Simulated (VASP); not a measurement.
# Fe (Fmmm) in VASP: settings compared

Aim: see how the results for Fe move with the level of theory and the settings. Levels: PBEsol, PBE. Tasks: single point.

Everything below comes from runs of VASP 6.6.1. Logs are shortened: lines on timing, memory, paths and dates and some standing lists are left out, and cuts for length are marked.

## (1) The cell of the first run

The structure is orthorhombic, space group Fmmm (No. 69). Conventional cell: a = 3.400 Å, b = 3.452 Å, c = 3.710 Å, α = 90.00°, β = 90.00°, γ = 90.00°. Fe (site symmetry mmm) has 12 Fe at 2.42 to 2.53 Å within 3.2 Å.

## (2) Single point, PBEsol, collinear spin, antiferromagnetic start

The input, INCAR:

```
  PREC = Accurate
  ENCUT = 520
  EDIFF = 1E-6
  ISMEAR = -4
  SIGMA = 0.1
  LREAL = F
  LASPH = T
  NELM = 150
  ALGO = Normal
  ISIF = 2
  LWAVE = F
  LCHARG = F
  ISPIN = 2
  MAGMOM = -1.82 1.82
  LORBIT = 11
  LMAXMIX = 4
  GGA = PS
  NBANDS = 19
```

The input, KPOINTS:

```
Automatic mesh
0
Gamma
  3 3 2
```

The input, POSCAR:

```
Fe
1.0
    1.7000753688     -1.7262356591      0.0000000000
    1.7000753688      1.7262356591      0.0000000000
    0.0000000000      0.0000000000      3.7097032485
Fe
2
Direct
    1.4230000000      0.5990000000      1.4030000000
    0.9230000000      0.0990000000      0.9030000000
```

Potentials or basis: VASP PAW PBE potentials, release 64 (Fe).

Launch:

```sh
$ cat potpaw_PBE.64/Fe/POTCAR > POTCAR
$ mpirun -np 1 vasp_std > vasp.out
```

OUTCAR:

```text
PREC = Accurate
   ENCUT = 520
   EDIFF = 1E-6
   ISMEAR = -4
   LREAL = F
   LASPH = T
   NELM = 150
   ISIF = 2
   ISPIN = 2
   LORBIT = 11
   GGA = PS

 ion  position               nearest neighbor table
   1  0.423  0.599  0.403-   2 2.52   2 2.52   2 2.52   2 2.52   2 2.53   2 2.53   2 2.53   2 2.53

   2  0.923  0.099  0.903-   1 2.52   1 2.52   1 2.52   1 2.52   1 2.53   1 2.53   1 2.53   1 2.53

  LATTYP: Found a base centered orthorhombic cell.
 ALAT       =     3.4001507376
 B/A-ratio  =     1.0153877239
 C/A-ratio  =     1.0910408199

  Lattice vectors:

 A1 = (   1.7000753688,  -1.7262356591,   0.0000000000)
 A2 = (   1.7000753688,   1.7262356591,   0.0000000000)
 A3 = (   0.0000000000,   0.0000000000,   3.7097032485)

Analysis of symmetry for initial positions (statically):
=====================================================================
 Subroutine PRICEL returns following result:

  LATTYP: Found a face centered orthorhombic cell.
 ALAT       =     3.4001507376
 B/A-ratio  =     1.0153877239
 C/A-ratio  =     1.0910408199
[... 12 lines left out ...]
 Subroutine GETGRP returns: Found  8 space group operations
 (whereof  1 operations were pure point group operations)
 out of a pool of  8 trial point group operations.

The static configuration has the point symmetry C_1 .
 The point group associated with its full space group is D_2h.

Analysis of symmetry for dynamics (positions and initial velocities):
=====================================================================
 Subroutine PRICEL returns following result:

  LATTYP: Found a face centered orthorhombic cell.
 ALAT       =     3.4001507376
 B/A-ratio  =     1.0153877239
 C/A-ratio  =     1.0910408199
[... 12 lines left out ...]
 Subroutine GETGRP returns: Found  8 space group operations
 (whereof  1 operations were pure point group operations)
 out of a pool of  8 trial point group operations.

The dynamic configuration has the point symmetry C_1 .
 The point group associated with its full space group is D_2h.

Analysis of structural, dynamic, and magnetic symmetry:
=====================================================================
 Subroutine PRICEL returns following result:

  LATTYP: Found a face centered orthorhombic cell.
 ALAT       =     3.4001507376
 B/A-ratio  =     1.0153877239
 C/A-ratio  =     1.0910408199
[... 12 lines left out ...]
 Subroutine GETGRP returns: Found  8 space group operations
 (whereof  1 operations were pure point group operations)
 out of a pool of  8 trial point group operations.

The overall configuration has the point symmetry C_1 .
 The point group associated with its full space group is D_2h.

 Subroutine INISYM returns: Found  8 space group operations
 (whereof  1 operations are pure point group operations),
 and found     2 'primitive' translations

----------------------------------------------------------------------------------------

                                     Primitive cell

  volume of cell :      10.8870

  direct lattice vectors                    reciprocal lattice vectors
     0.000000000 -1.726235659 -1.854851624    -0.294104608 -0.289647591 -0.269563341
     1.700075369  0.000000000 -1.854851624     0.294104608  0.289647591 -0.269563341
     1.700075369 -1.726235659  0.000000000     0.294104608 -0.289647591  0.269563341

  length of vectors
     2.533843740  2.516094356  2.422838379     0.493008765  0.493008765  0.493008765

  position of ions in fractional coordinates (direct lattice)
     0.998000000  0.196000000  0.826000000

  ion indices of the primitive-cell ions
   primitive index   ion index
                 1           1

----------------------------------------------------------------------------------------

 KPOINTS: Automatic mesh

Automatic generation of k-mesh.
 Grid dimensions read from file:
 generate k-points for:    3    3    2

 Generating k-lattice:

  Cartesian coordinates                     Fractional coordinates (reciprocal lattice)
     0.098034869 -0.096549197  0.000000000     0.333333333 -0.000000000  0.000000000
     0.098034869  0.096549197  0.000000000    -0.000000000  0.333333333  0.000000000
     0.000000000  0.000000000  0.134781670     0.000000000  0.000000000  0.500000000

  Length of vectors
     0.137595723  0.137595723  0.134781670

  Shift w.r.t. Gamma in fractional coordinates (k-lattice)
     0.000000000  0.000000000  0.000000000

 TETIRR: Found     25 inequivalent tetrahedra from      108

 Subroutine IBZKPT returns following result:
 ===========================================

 Found      8 irreducible k-points:

 Following reciprocal coordinates:
            Coordinates               Weight
  0.000000  0.000000  0.000000      1.000000
  0.333333 -0.000000  0.000000      4.000000
  0.333333  0.333333  0.000000      2.000000
 -0.333333  0.333333  0.000000      2.000000
  0.000000  0.000000  0.500000      1.000000
  0.333333 -0.000000  0.500000      4.000000
  0.333333  0.333333  0.500000      2.000000
 -0.333333  0.333333  0.500000      2.000000
   k-points           NKPTS =      8   k-points in BZ     NKDIM =      8   number of bands    NBANDS=     19
   number of dos      NEDOS =    301   number of ions     NIONS =      2
   total plane-waves  NPLWV =   9072
   dimension x,y,z NGX =    18 NGY =   18 NGZ =   28
   dimension x,y,z NGXF=    36 NGYF=   36 NGZF=   56
   ions per type =               2
   NGX,Y,Z   is equivalent  to a cutoff of  12.35, 12.35, 12.55 a.u.
   NGXF,Y,Z  is equivalent  to a cutoff of  24.70, 24.70, 25.10 a.u.
 SYSTEM =  unknown system
   PREC   = accura    normal or accurate (medium, high low for compatibility)
   ISTART =      0    job   : 0-new  1-cont  2-samecut
   ICHARG =      2    charge: 1-file 2-atom 10-const
   ISPIN  =      2    spin polarized calculation?
   LNONCOLLINEAR =      F non collinear calculations
   LSORBIT =      F    spin-orbit coupling
   LASPH  =      T    aspherical Exc in radial PAW
   ENCUT  =  520.0 eV  38.22 Ry    6.18 a.u.   4.50  4.50  6.90*2*pi/ulx,y,z
   NELM   =    150;   NELMIN=  2; NELMDL= -5     # of ELM steps
   EDIFF  = 0.1E-05   stopping-criterion for ELM
   LREAL  =      F    real-space projection
   EDIFFG = 0.1E-04   stopping-criterion for IOM
   NSW    =      0    number of steps for IOM
   IBRION =     -1    ionic relax: 0-MD 1-quasi-New 2-CG
   NFREE  =      0    steps in history (QN), initial steepest desc. (CG)
   ISIF   =      2    stress and relaxation
   ISYM   =      2    0-nonsym 1-usesym 2-fastsym
   POTIM  = 0.5000    time-step for ionic-motion
   TEBEG  =    0.0;   TEEND  =   0.0 temperature during run
   PSTRESS=    0.0 pullay stress
   NELECT =      16.0000    total number of electrons
   NUPDOWN=      -1.0000    fix difference up-down
   EMIN   =  10.00;   EMAX   =-10.00  energy-range for DOS
   EFERMI =   0.00;   METHOD = LEGACY
   ISMEAR =    -4;   SIGMA  =   0.10  broadening in eV -4-tet -1-fermi 0-gaus
   EFERMI_NEDOS =   21; number of points for ismear=-14 and -15
   IALGO  =     38    algorithm
   IMIX   =      4    mixing-type and parameters
     AMIX     =   0.40;   BMIX     =  1.00
     AMIX_MAG =   1.60;   BMIX_MAG =  1.00
  volume/ion in A,a.u.               =      10.89        73.47
  Fermi-wavevector in a.u.,A,eV,Ry     =   1.477301  2.791694 29.693606  2.182418
  Thomas-Fermi vector in A             =   2.591722
   LORBIT       =     11    0 simple, 1 ext, 2 COOP (PROOUT), +10 PAW based schemes
   GGA     = PS    functional components
   LHFCALC =     F    Hartree Fock is set to
   AEXX    =    0.0000 exact exchange contribution
   IVDW    =     0    specifies the selected vdW correction
   LEPSILON=     F    determine dielectric tensor
   LRPA    =     F    only Hartree local field effects (RPA)
 spin polarized calculation
 Fermi weights with tetrahedron method witout Bloechl corrections
  energy-cutoff  :      520.00
  volume of cell :       21.77
 maximum number of plane-waves:       594
 NGX is ok and might be reduce to    18
   NGX =  9   NGY =  9   NGZ = 13

 number of electron      15.9999994 magnetization       0.0000000

 number of electron      15.9999994 magnetization      -0.0000000

 Free energy of the ion-electron system (eV)
  ---------------------------------------------------
  ext. energy  EPLUGINS =         0.00000000
  ---------------------------------------------------
  free energy    TOTEN  =       -17.28134095 eV

  energy without entropy =      -17.28134095  energy(sigma->0) =      -17.28134095

 E-fermi :   6.5818     XC(G=0): -13.5270

 val. band max:        6.7544758399   @ k =   0.3333   0.3333   0.0000
 cond. band min:       5.8263728102   @ k =   0.0000   0.0000   0.5000
 fundamental gap:     -0.9281030298
 Fermi energy:         6.5818100528

 spin component 1

 k-point     1 :       0.0000    0.0000    0.0000
  band No.  band energies     occupation
      1      -2.5264      1.00000
      2       1.2727      1.00000
      3       1.9804      1.00000
      4       4.4361      1.00000
      5       4.5228      1.00000
      6       4.7004      1.00000
[... 152 lines left out ...]
      5       4.0589      1.00000
      6       4.1345      1.00000
[... 11 lines left out ...]
     18      25.9729      0.00000
     19      29.9461      0.00000
 Fermi energy:         6.5818100528

 spin component 2

 k-point     1 :       0.0000    0.0000    0.0000
  band No.  band energies     occupation
      1      -2.5264      1.00000
      2       1.2727      1.00000
      3       1.9804      1.00000
      4       4.4361      1.00000
      5       4.5228      1.00000
      6       4.7004      1.00000
[... 153 lines left out ...]
      6       4.1345      1.00000
[... 11 lines left out ...]
     18      25.9729      0.00000
     19      29.9461      0.00000

------------------------ aborting loop because EDIFF is reached ----------------------------------------

  FORCE on cell =-STRESS in cart. coord.  units (eV):
  Direction    XX          YY          ZZ          XY          YZ          ZX
  --------------------------------------------------------------------------------------
  -------------------------------------------------------------------------------------
  Total        1.5736280      1.3801515     -0.2434141      0.0000000      0.0000000      0.0000000
  in kB      115.7911121    101.5546756    -17.9109623      0.0000000      0.0000000      0.0000000
  external PRESSURE =      66.4782751 kB  Pullay stress =       0.0000000 kB

 VOLUME and BASIS-vectors are now :
 -----------------------------------------------------------------------------
  energy-cutoff  :      520.00
  volume of cell :       21.77
      direct lattice vectors                 reciprocal lattice vectors
     1.700075369 -1.726235659  0.000000000     0.294104608 -0.289647591  0.000000000
     1.700075369  1.726235659  0.000000000     0.294104608  0.289647591  0.000000000
     0.000000000  0.000000000  3.709703248     0.000000000  0.000000000  0.269563341

 POSITION                                       TOTAL-FORCE (eV/Angst)
 -----------------------------------------------------------------------------------
      1.73748      0.30382      1.49501        -0.000000      0.000000      0.000000
      1.73748     -1.42242      3.34986         0.000000      0.000000      0.000000
 -----------------------------------------------------------------------------------
    total drift:                                0.000026     -0.000039     -0.000004

  FREE ENERGIE OF THE ION-ELECTRON SYSTEM (eV)
  ---------------------------------------------------
  free  energy   TOTEN  =       -17.2813409455 eV

  energy  without entropy=      -17.2813409455  energy(sigma->0) =      -17.28134095

 total charge

# of ion       s       p       d       tot
------------------------------------------
    1        0.532   0.611   6.215   7.359
    2        0.532   0.611   6.215   7.359
--------------------------------------------------
tot          1.065   1.223  12.430  14.717

 magnetization (x)

# of ion       s       p       d       tot
------------------------------------------
    1       -0.029  -0.060  -2.246  -2.335
    2        0.029   0.060   2.246   2.335
--------------------------------------------------
tot          0.000   0.000   0.000   0.000
```

Run time: 8.6 s. Hardware: 1 thread of Intel Xeon Platinum 8375C at 2.90GHz (Ice Lake), shared host; peak memory 0.13 GiB.

What came out:

```
Free energy                                           : -17.2813 eV
Pressure                                              : 6.6 GPa
Band gap on the k mesh                                : zero (filled and empty bands overlap)
Net moment                                            : 0.00 μB per cell
Site moments                                          : Fe -2.33, +2.33 μB
Valence electrons inside the program's atomic spheres : Fe 7.36
```

Caveat: the k points lie up to 0.86 Å⁻¹ apart; the PAW data sets were made with another functional, which shifts forces and pressure a little.

(Continued in part 2 of 2.)
